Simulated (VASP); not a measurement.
# AsPt (Fd-3m) in VASP: notebook

AsPt is run at these levels: PBE; tasks: single point, relaxation of cell and atoms.

Program: VASP 6.6.1. These are calculated values, not measurements. Logs are shortened: lines on timing, memory, paths and dates and some standing lists are left out, and cuts for length are marked.

### Step 1. The cell of the first run

Symmetry: Fd-3m, No. 227, cubic system. Conventional cell: a = 6.476 Å, b = 6.476 Å, c = 6.476 Å, α = 90.00°, β = 90.00°, γ = 90.00°. As (site symmetry -43m) has 10 Pt at 2.80 to 3.24 Å and 4 As at 2.80 Å within 3.7 Å. Within 3.7 Å of Pt (site symmetry -43m) lie 10 As at 2.80 to 3.24 Å and 4 Pt at 2.80 Å.

### Step 2. Single point, PBE

INCAR reads:

```
SYSTEM = AsPt
PREC     = Accurate       ! precision mode
ENCUT    = 500            ! plane-wave cutoff, eV
EDIFF    = 1E-6           ! SCF threshold, eV
ISMEAR   = 0              ! smearing method
SIGMA    = 0.1            ! smearing width, eV
LREAL    = .FALSE.        ! projectors in reciprocal space
LASPH    = .TRUE.         ! aspherical terms in the spheres
NELM     = 120            ! most SCF steps
ALGO     = Normal         ! electronic algorithm
ISIF     = 2              ! what is computed and relaxed
LWAVE    = .FALSE.        ! write WAVECAR
LCHARG   = .FALSE.        ! write CHGCAR
GGA      = PE             ! functional
NBANDS   = 23             ! bands
GGA_COMPAT= .FALSE.
```

KPOINTS reads:

```
Automatic mesh
0
G
  6 6 6
  0 0 0
```

POSCAR reads:

```
AsPt
1.0
    0.0000000000      3.2379034102      3.2379034102
    3.2379034102      0.0000000000      3.2379034102
    3.2379034102      3.2379034102      0.0000000000
As Pt
2 2
Direct
    0.0000000000      0.0000000000      0.0000000000
    0.2500000000      0.2500000000      0.2500000000
    0.5000000000      0.5000000000      0.5000000000
    0.7500000000      0.7500000000      0.7500000000
```

Potentials or basis: VASP PAW PBE potentials, release 64 (As, Pt).

Command:

```sh
cat potpaw_PBE.64/As/POTCAR potpaw_PBE.64/Pt/POTCAR > POTCAR
mpirun -np 1 vasp_std > vasp.out
```

OUTCAR:

```text
SYSTEM = AsPt
   PREC = Accurate
   ENCUT = 500
   EDIFF = 1E-6
   ISMEAR = 0
   LREAL = .FALSE.
   LASPH = .TRUE.
   NELM = 120
   ISIF = 2
   GGA = PE

 ion  position               nearest neighbor table
   1  0.000  0.000  0.000-   4 2.80   2 2.80   4 2.80   2 2.80   4 2.80   4 2.80   2 2.80   2 2.80

   2  0.250  0.250  0.250-   1 2.80   1 2.80   3 2.80   3 2.80   1 2.80   1 2.80   3 2.80   3 2.80

   3  0.500  0.500  0.500-   2 2.80   2 2.80   4 2.80   4 2.80   2 2.80   2 2.80   4 2.80   4 2.80

   4  0.750  0.750  0.750-   3 2.80   1 2.80   3 2.80   1 2.80   3 2.80   3 2.80   1 2.80   1 2.80

  LATTYP: Found a face centered cubic cell.
 ALAT       =     6.4758068204

  Lattice vectors:

 A1 = (   0.0000000000,   3.2379034102,   3.2379034102)
 A2 = (   3.2379034102,   0.0000000000,   3.2379034102)
 A3 = (   3.2379034102,   3.2379034102,   0.0000000000)

Analysis of symmetry for initial positions (statically):
=====================================================================
 Subroutine PRICEL returns:
 Original cell was already a primitive cell.

 Routine SETGRP: Setting up the symmetry group for a
 face centered cubic supercell.

 Subroutine GETGRP returns: Found 48 space group operations
 (whereof 24 operations were pure point group operations)
 out of a pool of 48 trial point group operations.

The static configuration has the point symmetry T_d .
 The point group associated with its full space group is O_h .

Analysis of symmetry for dynamics (positions and initial velocities):
=====================================================================
 Subroutine PRICEL returns:
 Original cell was already a primitive cell.

 Routine SETGRP: Setting up the symmetry group for a
 face centered cubic supercell.

 Subroutine GETGRP returns: Found 48 space group operations
 (whereof 24 operations were pure point group operations)
 out of a pool of 48 trial point group operations.

The dynamic configuration has the point symmetry T_d .
 The point group associated with its full space group is O_h .

 Subroutine INISYM returns: Found 48 space group operations
 (whereof 24 operations are pure point group operations),
 and found     1 'primitive' translations

----------------------------------------------------------------------------------------

                                     Primitive cell
[... 84 lines left out ...]
   ENCUT  =  500.0 eV  36.75 Ry    6.06 a.u.   8.35  8.35  8.35*2*pi/ulx,y,z
   NELM   =    120;   NELMIN=  2; NELMDL= -5     # of ELM steps
   EDIFF  = 0.1E-05   stopping-criterion for ELM
   LREAL  =      F    real-space projection
   EDIFFG = 0.1E-04   stopping-criterion for IOM
   NSW    =      0    number of steps for IOM
   IBRION =     -1    ionic relax: 0-MD 1-quasi-New 2-CG
   NFREE  =      0    steps in history (QN), initial steepest desc. (CG)
   ISIF   =      2    stress and relaxation
   ISYM   =      2    0-nonsym 1-usesym 2-fastsym
   POTIM  = 0.5000    time-step for ionic-motion
   TEBEG  =    0.0;   TEEND  =   0.0 temperature during run
   PSTRESS=    0.0 pullay stress
   NELECT =      30.0000    total number of electrons
   NUPDOWN=      -1.0000    fix difference up-down
   EMIN   =  10.00;   EMAX   =-10.00  energy-range for DOS
   EFERMI =   0.00;   METHOD = LEGACY
   ISMEAR =     0;   SIGMA  =   0.10  broadening in eV -4-tet -1-fermi 0-gaus
   EFERMI_NEDOS =   21; number of points for ismear=-14 and -15
   IALGO  =     38    algorithm
   IMIX   =      4    mixing-type and parameters
     AMIX     =   0.40;   BMIX     =  1.00
     AMIX_MAG =   1.60;   BMIX_MAG =  1.00
  volume/ion in A,a.u.               =      16.97       114.54
  Fermi-wavevector in a.u.,A,eV,Ry     =   1.246928  2.356352 21.154737  1.554829
  Thomas-Fermi vector in A             =   2.381083
   LORBIT       =      0    0 simple, 1 ext, 2 COOP (PROOUT), +10 PAW based schemes
   GGA     = PE    functional components
   LHFCALC =     F    Hartree Fock is set to
   AEXX    =    0.0000 exact exchange contribution
   IVDW    =     0    specifies the selected vdW correction
   LEPSILON=     F    determine dielectric tensor
   LRPA    =     F    only Hartree local field effects (RPA)
 non-spin polarized calculation
 Gauss-broadening in eV      SIGMA  =   0.10
  energy-cutoff  :      500.00
  volume of cell :       67.89
 maximum number of plane-waves:      1759
 NGX is ok and might be reduce to    36
   NGX = 17   NGY = 17   NGZ = 17

 number of electron      30.0000001 magnetization

 Free energy of the ion-electron system (eV)
  ---------------------------------------------------
  ext. energy  EPLUGINS =         0.00000000
  ---------------------------------------------------
  free energy    TOTEN  =       -20.49363935 eV

  energy without entropy =      -20.48622264  energy(sigma->0) =      -20.48993100

 E-fermi :   8.6588     XC(G=0): -12.0209

 val. band max:        8.6227474309   @ k =   0.3333   0.0000   0.0000
 cond. band min:       8.7113863489   @ k =   0.3333   0.3333   0.0000
 fundamental gap:      0.0886389180
 Fermi energy:         8.6588086253

 k-point     1 :       0.0000    0.0000    0.0000
  band No.  band energies     occupation
      1      -5.6490      2.00000
      2       0.8595      2.00000
      3       3.5419      2.00000
      4       3.5419      2.00000
      5       3.5419      2.00000
      6       4.4367      2.00000
[... 405 lines left out ...]
     22      15.9870      0.00000
     23      19.6373      0.00000

------------------------ aborting loop because EDIFF is reached ----------------------------------------

  FORCE on cell =-STRESS in cart. coord.  units (eV):
  Direction    XX          YY          ZZ          XY          YZ          ZX
  --------------------------------------------------------------------------------------
  -------------------------------------------------------------------------------------
  Total        0.0635556      0.0635556      0.0635556      0.0000000      0.0000000     -0.0000000
  in kB        1.4998321      1.4998321      1.4998321      0.0000000      0.0000000     -0.0000000
  external PRESSURE =       1.4998321 kB  Pullay stress =       0.0000000 kB

 VOLUME and BASIS-vectors are now :
 -----------------------------------------------------------------------------
  energy-cutoff  :      500.00
  volume of cell :       67.89
      direct lattice vectors                 reciprocal lattice vectors
     0.000000000  3.237903410  3.237903410    -0.154420913  0.154420913  0.154420913
     3.237903410  0.000000000  3.237903410     0.154420913 -0.154420913  0.154420913
     3.237903410  3.237903410  0.000000000     0.154420913  0.154420913 -0.154420913

 POSITION                                       TOTAL-FORCE (eV/Angst)
 -----------------------------------------------------------------------------------
      0.00000      0.00000      0.00000        -0.000000      0.000000     -0.000000
      1.61895      1.61895      1.61895         0.000000     -0.000000      0.000000
      3.23790      3.23790      3.23790         0.000000      0.000000     -0.000000
      4.85686      4.85686      4.85686        -0.000000     -0.000000      0.000000
 -----------------------------------------------------------------------------------
    total drift:                                0.000000      0.000000      0.000000

  FREE ENERGIE OF THE ION-ELECTRON SYSTEM (eV)
  ---------------------------------------------------
  free  energy   TOTEN  =       -20.4936393481 eV

  energy  without entropy=      -20.4862226441  energy(sigma->0) =      -20.48993100
```

OSZICAR:

```text
N       E                     dE             d eps       ncg     rms          rms(c)
DAV:   1     0.135799704985E+03    0.13580E+03   -0.13979E+04   736   0.116E+03
DAV:   2    -0.157573728482E+02   -0.15156E+03   -0.14120E+03   876   0.232E+02
DAV:   3    -0.209372246951E+02   -0.51799E+01   -0.50617E+01   876   0.392E+01
DAV:   4    -0.209713769742E+02   -0.34152E-01   -0.34147E-01   834   0.357E+00
DAV:   5    -0.209716961812E+02   -0.31921E-03   -0.31920E-03   925   0.359E-01    0.123E+01
DAV:   6    -0.206433339997E+02    0.32836E+00   -0.21574E+00   793   0.999E+00    0.781E+00
DAV:   7    -0.205178282427E+02    0.12551E+00   -0.39104E-01   743   0.436E+00    0.436E+00
DAV:   8    -0.204952056920E+02    0.22623E-01   -0.10047E-01   827   0.197E+00    0.598E-01
DAV:   9    -0.204940129693E+02    0.11927E-02   -0.60283E-03   827   0.487E-01    0.208E-01
DAV:  10    -0.204936391785E+02    0.37379E-03   -0.24525E-03   876   0.329E-01    0.277E-02
DAV:  11    -0.204936398577E+02   -0.67922E-06   -0.22582E-05   834   0.333E-02    0.963E-03
DAV:  12    -0.204936393481E+02    0.50955E-06   -0.24523E-06   677   0.978E-03
   1 F= -.20493639E+02 E0= -.20489931E+02  d E =-.741670E-02
```

Run time: 55 s. Hardware: 1 thread of Intel Xeon 8259CL, shared host; peak memory 0.21 GiB.

Results:

```yaml
Free_energy: -20.4936 eV
Pressure: 0.1 GPa
Band_gap_on_the_k_mesh: zero (bands 15 and 16 overlap by 1.13 eV)
```

Levels at points of the mesh, in eV from the Fermi level:
| k point | band 13 | band 14 | band 15 | band 16 | band 17 | band 18 |
| --- | --- | --- | --- | --- | --- | --- |
| (0.00, 0.00, 0.00) | -1.08 | -0.85 | -0.85 | -0.85 | 2.55 | 2.55 |
| (0.50, 0.00, 0.00) | -1.36 | 0.28 | 0.28 | 0.68 | 0.68 | 2.30 |
| (0.50, 0.50, 0.00) | -1.89 | -1.89 | -0.45 | -0.45 | 3.97 | 3.97 |

Caveat: spin-orbit coupling is left out, which moves the levels of the heavy elements.

### Step 3. Single point, PBE

This run uses another cell than the first one, of 19.35 Å³/atom.

INCAR reads:

```
PREC = Accurate
ENCUT = 500
EDIFF = 1E-6
ISMEAR = 0
SIGMA = 0.1
LREAL = F
LASPH = T
NELM = 120
ALGO = Normal
ISIF = 2
LWAVE = F
LCHARG = F
GGA = PE
NBANDS = 23
GGA_COMPAT = F
```

KPOINTS reads:

```
Automatic mesh
0
Gamma
  6 6 6
```

POSCAR reads:

```
AsPt
1.0
    0.0000000000      3.3827330009      3.3827330009
    3.3827330009      0.0000000000      3.3827330009
    3.3827330009      3.3827330009      0.0000000000
As Pt
2 2
Direct
    0.5000000000      0.5000000000      0.5000000000
    0.7500000000      0.7500000000      0.7500000000
    0.0000000000      0.0000000000      0.0000000000
    0.2500000000      0.2500000000      0.2500000000
```

Potentials or basis: VASP PAW PBE potentials, release 64 (As, Pt).

Command:

```sh
cat potpaw_PBE.64/As/POTCAR potpaw_PBE.64/Pt/POTCAR > POTCAR
mpirun -np 1 vasp_std > vasp.out
```

OUTCAR:

```text
PREC = Accurate
   ENCUT = 500
   EDIFF = 1E-6
   ISMEAR = 0
   LREAL = F
   LASPH = T
   NELM = 120
   ISIF = 2
   GGA = PE

 ion  position               nearest neighbor table
   1  0.500  0.500  0.500-   4 2.93   4 2.93   4 2.93   4 2.93
   2  0.750  0.750  0.750-   3 2.93   3 2.93   3 2.93   3 2.93
   3  0.000  0.000  0.000-   2 2.93   2 2.93   2 2.93   2 2.93   4 2.93   4 2.93   4 2.93   4 2.93

   4  0.250  0.250  0.250-   3 2.93   3 2.93   3 2.93   1 2.93   3 2.93   1 2.93   1 2.93   1 2.93

  LATTYP: Found a face centered cubic cell.
 ALAT       =     6.7654660018

  Lattice vectors:

 A1 = (   0.0000000000,   3.3827330009,   3.3827330009)
 A2 = (   3.3827330009,   0.0000000000,   3.3827330009)
 A3 = (   3.3827330009,   3.3827330009,   0.0000000000)

Analysis of symmetry for initial positions (statically):
=====================================================================
 Subroutine PRICEL returns:
[... 164 lines left out ...]
  free energy    TOTEN  =       -20.03249455 eV

  energy without entropy =      -20.01751615  energy(sigma->0) =      -20.02500535

 E-fermi :   6.8238     XC(G=0): -11.3519

 val. band max:        6.7406632105   @ k =  -0.1667   0.1667   0.0000
 cond. band min:       6.8340127150   @ k =   0.3333   0.0000   0.0000
 fundamental gap:      0.0933495045
 Fermi energy:         6.8237650995

 k-point     1 :       0.0000    0.0000    0.0000
  band No.  band energies     occupation
      1      -6.3772      2.00000
      2      -1.2481      2.00000
      3       2.5834      2.00000
      4       2.5834      2.00000
      5       2.5834      2.00000
      6       3.4365      2.00000
[... 405 lines left out ...]
     22      13.6850      0.00000
     23      17.2334      0.00000

------------------------ aborting loop because EDIFF is reached ----------------------------------------

  FORCE on cell =-STRESS in cart. coord.  units (eV):
  Direction    XX          YY          ZZ          XY          YZ          ZX
  --------------------------------------------------------------------------------------
  -------------------------------------------------------------------------------------
  Total       -6.6564406     -6.6564406     -6.6564406     -0.0000000      0.0000000     -0.0000000
  in kB     -137.7588421   -137.7588421   -137.7588421     -0.0000000      0.0000000     -0.0000000
  external PRESSURE =    -137.7588421 kB  Pullay stress =       0.0000000 kB

 VOLUME and BASIS-vectors are now :
 -----------------------------------------------------------------------------
  energy-cutoff  :      500.00
  volume of cell :       77.42
      direct lattice vectors                 reciprocal lattice vectors
     0.000000000  3.382733001  3.382733001    -0.147809478  0.147809478  0.147809478
     3.382733001  0.000000000  3.382733001     0.147809478 -0.147809478  0.147809478
     3.382733001  3.382733001  0.000000000     0.147809478  0.147809478 -0.147809478

 POSITION                                       TOTAL-FORCE (eV/Angst)
 -----------------------------------------------------------------------------------
      3.38273      3.38273      3.38273        -0.000000     -0.000000     -0.000000
      5.07410      5.07410      5.07410         0.000000      0.000000      0.000000
      0.00000      0.00000      0.00000         0.000000      0.000000      0.000000
      1.69137      1.69137      1.69137        -0.000000     -0.000000     -0.000000
 -----------------------------------------------------------------------------------
    total drift:                                0.000000      0.000000      0.000000

  FREE ENERGIE OF THE ION-ELECTRON SYSTEM (eV)
  ---------------------------------------------------
  free  energy   TOTEN  =       -20.0324945527 eV

  energy  without entropy=      -20.0175161510  energy(sigma->0) =      -20.02500535
```

Run time: 49 s. Hardware: 1 thread of Intel Xeon 8259CL, shared host; peak memory 0.21 GiB.

Results:

| Quantity | Value |
| --- | --- |
| Free energy | -20.0325 eV |
| Pressure | -13.8 GPa |
| Band gap on the k mesh | zero (bands 15 and 16 overlap by 0.91 eV) |

Caveat: the cell stands under tension; spin-orbit coupling is left out, which moves the levels of the heavy elements.

### Step 4. Relaxation of cell and atoms, PBE

INCAR reads:

```
ALGO     = Normal         # electronic algorithm
EDIFF    = 1E-7           # SCF threshold, eV
EDIFFG   = -0.04          # ionic threshold
ENCUT    = 500            # plane-wave cutoff, eV
GGA      = PE             # functional
GGA_COMPAT= F            
IBRION   = 2              # ionic algorithm
ISIF     = 3              # what is computed and relaxed
ISMEAR   = 0              # smearing method
LASPH    = T              # aspherical terms in the spheres
LCHARG   = F              # write CHGCAR
LREAL    = F              # projectors in reciprocal space
LWAVE    = F              # write WAVECAR
NELM     = 120            # most SCF steps
NELMIN   = 4            
NSW      = 90             # ionic steps
PREC     = Accurate       # precision mode
SIGMA    = 0.1            # smearing width, eV
```

KPOINTS reads:

```
k-points
0
Gamma
  6 6 6
```

POSCAR reads:

```
AsPt
1.0
    0.0000000000      3.2379034102      3.2379034102
    3.2379034102      0.0000000000      3.2379034102
    3.2379034102      3.2379034102      0.0000000000
As Pt
2 2
Direct
    0.0000000000      0.0000000000      0.0000000000
    0.2500000000      0.2500000000      0.2500000000
    0.5000000000      0.5000000000      0.5000000000
    0.7500000000      0.7500000000      0.7500000000
```

Command:

```sh
cat potpaw_PBE.64/As/POTCAR potpaw_PBE.64/Pt/POTCAR > POTCAR
mpirun -np 1 vasp_std > vasp.out
```

Run time: 60 s. Hardware: 1 thread of Intel Xeon 8259CL, shared host; peak memory 0.21 GiB.

Results (log left out):

- Free energy: -20.4936 eV
- Pressure after relaxing: 0.2 GPa
- Band gap on the k mesh: zero (bands 15 and 16 overlap by 1.13 eV)

Final structure:
```cif
data_structure
_symmetry_space_group_name_H-M 'P 1'
_symmetry_Int_Tables_number 1
_cell_length_a 4.5791
_cell_length_b 4.5791
_cell_length_c 4.5791
_cell_angle_alpha 60.000
_cell_angle_beta 60.000
_cell_angle_gamma 60.000
_cell_volume 67.89
loop_
_atom_site_label
_atom_site_type_symbol
_atom_site_fract_x
_atom_site_fract_y
_atom_site_fract_z
_atom_site_occupancy
As1 As 0.00000 0.00000 0.00000 1
As2 As 0.25000 0.25000 0.25000 1
Pt1 Pt 0.50000 0.50000 0.50000 1
Pt2 Pt 0.75000 0.75000 0.75000 1
```

Levels at points of the mesh, in eV from the Fermi level:
```csv
k point,band 11,band 12,band 13,band 14,band 15,band 16,band 17,band 18,band 19
"(0.00, 0.00, 0.00)",-1.73,-1.08,-1.08,-0.85,-0.85,-0.85,2.55,2.55,2.55
"(0.50, 0.00, 0.00)",-1.81,-1.81,-1.36,0.28,0.28,0.68,0.68,2.30,2.71
"(0.50, 0.50, 0.00)",-2.41,-2.41,-1.89,-1.89,-0.45,-0.45,3.97,3.97,4.43
```

Caveat: the relaxation stopped at its first step, so nothing moved; spin-orbit coupling is left out, which moves the levels of the heavy elements.

### Step 5. Summary

```tsv
task	cell	gap on the mesh (eV)	pressure (GPa)
single point	a = 4.579 Å, angles 60.0°, 4 atoms	none	0.1
single point	a = 4.784 Å, angles 60.0°, 4 atoms	none	-13.8
relaxation of cell and atoms	relaxed from a = 4.579 Å, angles 60.0°, 4 atoms	none	0.2
```

Alike in all rows: level PBE; potentials or basis VASP PAW PBE potentials, release 64 (As, Pt); no spin polarisation; k mesh 6 × 6 × 6; cutoff (eV) 500; smearing gaussian 0.1 eV.

Caveats: spin-orbit coupling is left out, which moves the levels of the heavy elements; the cell stands under tension (at least some runs); the relaxation stopped at its first step, so nothing moved (at least some runs).

Absolute energies hang on the potentials; compare differences alone.

The gap in the log of VASP goes by the Fermi energy; the results here count the filled bands.